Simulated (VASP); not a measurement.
CoSi2, 3 atoms in the cell. Symmetry: Fm-3m, No. 225, cubic system. Conventional cell: a = 5.137 Å, b = 5.137 Å, c = 5.137 Å, α = 90.00°, β = 90.00°, γ = 90.00°. Within 2.9 Å of Co (site symmetry m-3m) lie 8 Si at 2.22 Å. Si (site symmetry -43m) has 4 Co at 2.22 Å and 6 Si at 2.57 Å within 2.9 Å. 

| Property | Result |
| --- | --- |
| Program | VASP 6.6.1 |
| Task | single point |
| Functional | PBE |
| Potentials or basis | VASP PAW PBE potentials, release 64 (Co, Si) |
| Cutoff | 520 eV |
| k mesh | 14 × 14 × 14 |
| Occupations | gaussian, width 0.15 eV |
| Spin | collinear spin, ferromagnetic start |
| Starting moments | [0.825, 0.0, 0.0] μB |
| Fixed moment | 0.825 μB |
| Dipole correction | no |
| Further INCAR settings | ALGO = Normal; EDIFF = 1e-06; NBANDS = 20 |

Potentials or basis: VASP PAW PBE potentials, release 64 (Co, Si).

Command:

```sh
$ cat potpaw_PBE.64/Co/POTCAR potpaw_PBE.64/Si/POTCAR > POTCAR
$ mpirun -np 1 vasp_std > vasp.out
```

Hardware: 1 thread of Intel(R) Xeon(R) 6975P-C (Granite Rapids), with other jobs on the host.

Estimate the wall time of this run.

It took 54 s on 1 thread of Intel(R) Xeon(R) 6975P-C (Granite Rapids), with other jobs on the host, peak memory 0.24 GiB. Counts: scf iterations 14, k points 104.
